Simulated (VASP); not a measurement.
**BaTiO3: single point with PBE**

Crystal: BaTiO3.

```
Ba Ti O
1.0
     2.86307    1.65299    2.35630
    -2.86307    1.65299    2.35630
     0.00000   -3.30599    2.35630
Ba Ti O
1 1 3
Direct
  0.01203 0.01203 0.01203
  0.51919 0.51919 0.51919
  0.48839 0.48839 0.97777
  0.48839 0.97777 0.48839
  0.97777 0.48839 0.48839
```

This cell differs from its parent crystal: all Ba atoms moved -0.050 Å, as atom 1 towards its neighbour atom 2 (Ti) at 3.434 Å.

```yaml
Program: VASP 6.6.1
Task: single point
Functional: PBE
Potentials_or_basis: VASP PAW PBE potentials, release 64 (Ba_sv, Ti_sv, O)
Cutoff: 520 eV
k_mesh: 6 × 6 × 6
Occupations: gaussian, width 0.05 eV
Spin: no spin polarisation
```

```
Pressure               : 1.8 GPa
Largest force          : 0.336 eV/Å
Band gap on the k mesh : 2.59 eV, indirect (least direct gap 3.14 eV)
```

Forces on the atoms (eV/Å):
```
Ba   0.000  0.000 -0.336
Ti   0.000  0.000  0.071
O    0.000 -0.034  0.088
O   -0.029  0.017  0.088
O    0.029  0.017  0.088
```

Stress tensor (GPa, compression positive):
```
1.74 0.00 0.00
0.00 1.74 0.00
0.00 0.00 1.92
```

Levels at points of the mesh, in eV from the valence-band top:
```csv
k point,band 17,band 18,band 19,band 20,band 21,band 22,band 23,band 24
"(0.00, 0.00, 0.00)",-0.99,-0.70,-0.55,-0.55,2.59,2.59,2.77,4.49
"(0.50, 0.00, 0.00)",-1.70,-1.50,-1.04,-0.89,2.73,3.71,3.87,4.44
"(0.50, 0.50, 0.00)",-1.58,-0.90,-0.83,-0.09,3.81,3.82,4.12,4.87
"(0.50, 0.50, 0.50)",-2.32,-0.05,-0.05,0.00,4.17,4.38,4.38,6.42
```

It took 88 s on 1 thread of Intel(R) Xeon(R) Platinum 8488C (Sapphire Rapids) (shared host), peak memory 0.21 GiB.

Caveat: the cell differs from its parent crystal (all Ba atoms moved -0.050 Å, as atom 1 towards its neighbour atom 2 (Ti) at 3.434 Å); spin-orbit coupling is left out, which moves the levels of the heavy elements. A k mesh can miss the band edges.
